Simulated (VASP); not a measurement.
# Al (Pm-3m) in VASP: single point with PBEsol

Aim: the single point of Al with PBEsol.

Program: VASP 6.6.1. These are calculated values, not measurements. Logs are shortened: lines on timing, memory, paths and dates and some standing lists are left out, and cuts for length are marked.

## 1. The cell of the first run

Symmetry: Pm-3m, No. 221, cubic system. The conventional cell has a = 2.699 Å, b = 2.699 Å, c = 2.699 Å, α = 90.00°, β = 90.00°, γ = 90.00°. Al (site symmetry m-3m) has 6 Al at 2.70 Å within 3.6 Å.

## 2. Single point, PBEsol

Contents of INCAR:

```
PREC = Accurate ; ENCUT = 520
EDIFF = 1E-6 ; ISMEAR = -1
SIGMA = 0.13605693000000002 ; LREAL = False
LASPH = True ; NELM = 80
ALGO = Normal ; ISIF = 2
LWAVE = False ; LCHARG = False
GGA = PS ; NBANDS = 8
```

Contents of KPOINTS:

```
regular mesh
0
Gamma
  12 12 12
```

Contents of POSCAR:

```
Al
1.0
    2.6988106330      0.0000000000      0.0000000000
    0.0000000000      2.6988106330      0.0000000000
    0.0000000000      0.0000000000      2.6988106330
Al
1
Direct
    0.0000000000      0.0000000000      0.0000000000
```

Potentials or basis: VASP PAW PBE potentials, release 64 (Al).

Command:

```
> cat potpaw_PBE.64/Al/POTCAR > POTCAR
> mpirun -np 1 vasp_std > vasp.out
```

OUTCAR:

```text
PREC = Accurate
   ENCUT = 520
   EDIFF = 1E-6
   ISMEAR = -1
   LREAL = False
   LASPH = True
   NELM = 80
   ISIF = 2
   GGA = PS

 ion  position               nearest neighbor table
   1  0.000  0.000  0.000-

  LATTYP: Found a simple cubic cell.
 ALAT       =     2.6988106330

  Lattice vectors:

 A1 = (   2.6988106330,   0.0000000000,   0.0000000000)
 A2 = (   0.0000000000,   2.6988106330,   0.0000000000)
 A3 = (   0.0000000000,   0.0000000000,   2.6988106330)

Analysis of symmetry for initial positions (statically):
=====================================================================
 Subroutine PRICEL returns:
 Original cell was already a primitive cell.

 Routine SETGRP: Setting up the symmetry group for a
 simple cubic supercell.

 Subroutine GETGRP returns: Found 48 space group operations
 (whereof 48 operations were pure point group operations)
 out of a pool of 48 trial point group operations.

The static configuration has the point symmetry O_h .

Analysis of symmetry for dynamics (positions and initial velocities):
=====================================================================
 Subroutine PRICEL returns:
 Original cell was already a primitive cell.

 Routine SETGRP: Setting up the symmetry group for a
 simple cubic supercell.

 Subroutine GETGRP returns: Found 48 space group operations
 (whereof 48 operations were pure point group operations)
 out of a pool of 48 trial point group operations.

The dynamic configuration has the point symmetry O_h .

 Subroutine INISYM returns: Found 48 space group operations
 (whereof 48 operations are pure point group operations),
 and found     1 'primitive' translations

----------------------------------------------------------------------------------------

                                     Primitive cell

  volume of cell :      19.6570

  direct lattice vectors                    reciprocal lattice vectors
     2.698810633  0.000000000  0.000000000     0.370533593  0.000000000  0.000000000
     0.000000000  2.698810633  0.000000000     0.000000000  0.370533593  0.000000000
     0.000000000  0.000000000  2.698810633     0.000000000  0.000000000  0.370533593

  length of vectors
     2.698810633  2.698810633  2.698810633     0.370533593  0.370533593  0.370533593

  position of ions in fractional coordinates (direct lattice)
     0.000000000  0.000000000  0.000000000

  ion indices of the primitive-cell ions
   primitive index   ion index
                 1           1

----------------------------------------------------------------------------------------

 KPOINTS: regular mesh

Automatic generation of k-mesh.
 Grid dimensions read from file:
 generate k-points for:   12   12   12

 Generating k-lattice:

  Cartesian coordinates                     Fractional coordinates (reciprocal lattice)
     0.030877799  0.000000000  0.000000000     0.083333333  0.000000000  0.000000000
     0.000000000  0.030877799  0.000000000     0.000000000  0.083333333  0.000000000
     0.000000000  0.000000000  0.030877799     0.000000000  0.000000000  0.083333333

  Length of vectors
     0.030877799  0.030877799  0.030877799

  Shift w.r.t. Gamma in fractional coordinates (k-lattice)
     0.000000000  0.000000000  0.000000000

 Subroutine IBZKPT returns following result:
 ===========================================

 Found     84 irreducible k-points:

 Following reciprocal coordinates:
            Coordinates               Weight
  0.000000  0.000000  0.000000      1.000000
  0.083333  0.000000  0.000000      6.000000
  0.166667  0.000000  0.000000      6.000000
  0.250000  0.000000  0.000000      6.000000
  0.333333  0.000000  0.000000      6.000000
  0.416667  0.000000  0.000000      6.000000
[... 16 lines left out ...]
  0.333333  0.333333  0.000000     12.000000
  0.416667  0.333333  0.000000     24.000000
 [... further k-points ...]
   k-points           NKPTS =     84   k-points in BZ     NKDIM =     84   number of bands    NBANDS=      8
   number of dos      NEDOS =    301   number of ions     NIONS =      1
   total plane-waves  NPLWV =   8000
   dimension x,y,z NGX =    20 NGY =   20 NGZ =   20
   dimension x,y,z NGXF=    40 NGYF=   40 NGZF=   40
   ions per type =               1
   NGX,Y,Z   is equivalent  to a cutoff of  12.32, 12.32, 12.32 a.u.
   NGXF,Y,Z  is equivalent  to a cutoff of  24.64, 24.64, 24.64 a.u.
 SYSTEM =  unknown system
   PREC   = accura    normal or accurate (medium, high low for compatibility)
   ISTART =      0    job   : 0-new  1-cont  2-samecut
   ICHARG =      2    charge: 1-file 2-atom 10-const
   ISPIN  =      1    spin polarized calculation?
   LNONCOLLINEAR =      F non collinear calculations
   LSORBIT =      F    spin-orbit coupling
   LASPH  =      T    aspherical Exc in radial PAW
   ENCUT  =  520.0 eV  38.22 Ry    6.18 a.u.   5.02  5.02  5.02*2*pi/ulx,y,z
   NELM   =     80;   NELMIN=  2; NELMDL= -5     # of ELM steps
   EDIFF  = 0.1E-05   stopping-criterion for ELM
   LREAL  =      F    real-space projection
   EDIFFG = 0.1E-04   stopping-criterion for IOM
   NSW    =      0    number of steps for IOM
   IBRION =     -1    ionic relax: 0-MD 1-quasi-New 2-CG
   NFREE  =      0    steps in history (QN), initial steepest desc. (CG)
   ISIF   =      2    stress and relaxation
   ISYM   =      2    0-nonsym 1-usesym 2-fastsym
   POTIM  = 0.5000    time-step for ionic-motion
   TEBEG  =    0.0;   TEEND  =   0.0 temperature during run
   PSTRESS=    0.0 pullay stress
   NELECT =       3.0000    total number of electrons
   NUPDOWN=      -1.0000    fix difference up-down
   EMIN   =  10.00;   EMAX   =-10.00  energy-range for DOS
   EFERMI =   0.00;   METHOD = LEGACY
   ISMEAR =    -1;   SIGMA  =   0.14  broadening in eV -4-tet -1-fermi 0-gaus
   EFERMI_NEDOS =   21; number of points for ismear=-14 and -15
   IALGO  =     38    algorithm
   IMIX   =      4    mixing-type and parameters
     AMIX     =   0.40;   BMIX     =  1.00
     AMIX_MAG =   1.60;   BMIX_MAG =  1.00
  volume/ion in A,a.u.               =      19.66       132.65
  Fermi-wavevector in a.u.,A,eV,Ry     =   0.874869  1.653262 10.413832  0.765395
  Thomas-Fermi vector in A             =   1.994460
   LORBIT       =      0    0 simple, 1 ext, 2 COOP (PROOUT), +10 PAW based schemes
   GGA     = PS    functional components
   LHFCALC =     F    Hartree Fock is set to
   AEXX    =    0.0000 exact exchange contribution
   IVDW    =     0    specifies the selected vdW correction
   LEPSILON=     F    determine dielectric tensor
   LRPA    =     F    only Hartree local field effects (RPA)
 non-spin polarized calculation
  energy-cutoff  :      520.00
  volume of cell :       19.66
 maximum number of plane-waves:       552
   NGX = 11   NGY = 11   NGZ = 11

 number of electron       3.0000000 magnetization

 Free energy of the ion-electron system (eV)
  ---------------------------------------------------
  ext. energy  EPLUGINS =         0.00000000
  ---------------------------------------------------
  free energy    TOTEN  =        -3.70213789 eV

  energy without entropy =       -3.67139213  energy(sigma->0) =       -3.68676501

 E-fermi :   5.8073     XC(G=0):  -9.5793

 val. band max:        5.7747543723   @ k =   0.5000   0.5000   0.0833
 cond. band min:       5.8681286257   @ k =   0.3333   0.1667   0.1667
 fundamental gap:      0.0933742534
 Fermi energy:         5.8072718749

 k-point     1 :       0.0000    0.0000    0.0000
  band No.  band energies     occupation
      1      -3.8689      2.00000
      2      13.8747      0.00000
      3      13.8747      0.00000
      4      15.1276      0.00000
      5      15.1276      0.00000
      6      15.1276      0.00000
      7      21.4560      0.00000
      8      30.0682      0.00000

 k-point     2 :       0.0833    0.0000    0.0000
  band No.  band energies     occupation
      1      -3.7293      2.00000
      2      11.9033      0.00000
      3      13.9920      0.00000
      4      15.2445      0.00000
      5      15.2445      0.00000
      6      16.8162      0.00000
      7      22.0469      0.00000
      8      28.9884      0.00000

 k-point     3 :       0.1667    0.0000    0.0000
  band No.  band energies     occupation
      1      -3.3117      2.00000
      2       9.4270      0.00000
      3      14.3363      0.00000
      4      15.5950      0.00000
      5      15.5950      0.00000
      6      18.4143      0.00000
      7      23.8026      0.00000
      8      26.9390      0.00000

 k-point     4 :       0.2500    0.0000    0.0000
  band No.  band energies     occupation
      1      -2.6201      2.00000
      2       7.0580      0.00020
      3      14.8801      0.00000
      4      16.1771      0.00000
      5      16.1771      0.00000
      6      19.6104      0.00000
      7      24.8221      0.00000
      8      24.8221      0.00000

 k-point     5 :       0.3333    0.0000    0.0000
  band No.  band energies     occupation
      1      -1.6627      2.00000
      2       4.8770      1.99786
      3      15.5545      0.00000
      4      16.9838      0.00000
      5      16.9838      0.00000
      6      20.7160      0.00000
      7      22.8650      0.00000
      8      22.8650      0.00000
[... 177 lines left out ...]
 k-point    22 :       0.5000    0.2500    0.0000
  band No.  band energies     occupation
      1       1.8375      2.00000
      2       2.7802      2.00000
      3      11.0523      0.00000
      4      12.8558      0.00000
      5      19.7096      0.00000
      6      21.1701      0.00000
      7      21.8639      0.00000
      8      23.8307      0.00000

 k-point    23 :       0.3333    0.3333    0.0000
  band No.  band energies     occupation
      1       0.5174      2.00000
      2       6.2912      0.05550
      3       7.7432      0.00000
      4      13.4707      0.00000
      5      18.7853      0.00000
      6      21.1206      0.00000
      7      23.8619      0.00000
      8      25.2659      0.00000

 k-point    24 :       0.4167    0.3333    0.0000
  band No.  band energies     occupation
      1       1.7034      2.00000
      2       4.9256      1.99694
      3       8.2665      0.00000
      4      11.6887      0.00000
      5      19.7379      0.00000
      6      22.2156      0.00000
      7      22.7427      0.00000
      8      25.4011      0.00000

 [... further k-points ...]
[... 5 lines left out ...]
  --------------------------------------------------------------------------------------
  -------------------------------------------------------------------------------------
  Total        0.0348087      0.0348087      0.0348087      0.0000000     -0.0000000      0.0000000
  in kB        2.8371454      2.8371454      2.8371454      0.0000000     -0.0000000      0.0000000
  external PRESSURE =       2.8371454 kB  Pullay stress =       0.0000000 kB

 VOLUME and BASIS-vectors are now :
 -----------------------------------------------------------------------------
  energy-cutoff  :      520.00
  volume of cell :       19.66
      direct lattice vectors                 reciprocal lattice vectors
     2.698810633  0.000000000  0.000000000     0.370533593  0.000000000  0.000000000
     0.000000000  2.698810633  0.000000000     0.000000000  0.370533593  0.000000000
     0.000000000  0.000000000  2.698810633     0.000000000  0.000000000  0.370533593

 POSITION                                       TOTAL-FORCE (eV/Angst)
 -----------------------------------------------------------------------------------
      0.00000      0.00000      0.00000         0.000000      0.000000      0.000000
 -----------------------------------------------------------------------------------
    total drift:                               -0.000000      0.000000      0.000000

  FREE ENERGIE OF THE ION-ELECTRON SYSTEM (eV)
  ---------------------------------------------------
  free  energy   TOTEN  =        -3.7021378861 eV

  energy  without entropy=       -3.6713921283  energy(sigma->0) =       -3.68676501
```

Wall time 4.8 s (1 thread of Intel Xeon Platinum 8259CL at 2.50GHz (Skylake/Cascade Lake), shared host); peak memory 0.12 GiB.

What came out:

- Free energy: -3.7021 eV
- Pressure: 0.3 GPa

Levels at points of the mesh, in eV from the Fermi level:
| k point | band 1 | band 2 | band 3 | band 4 |
| --- | --- | --- | --- | --- |
| (0.00, 0.00, 0.00) | -9.68 | 8.07 | 8.07 | 9.32 |
| (0.50, 0.00, 0.00) | -5.21 | -4.18 | 10.68 | 12.95 |
| (0.50, 0.50, 0.00) | -0.53 | -0.53 | -0.16 | 2.13 |
| (0.50, 0.50, 0.50) | 2.97 | 2.97 | 2.97 | 5.60 |

Caveat: the PAW data sets were made with another functional, which shifts forces and pressure a little.
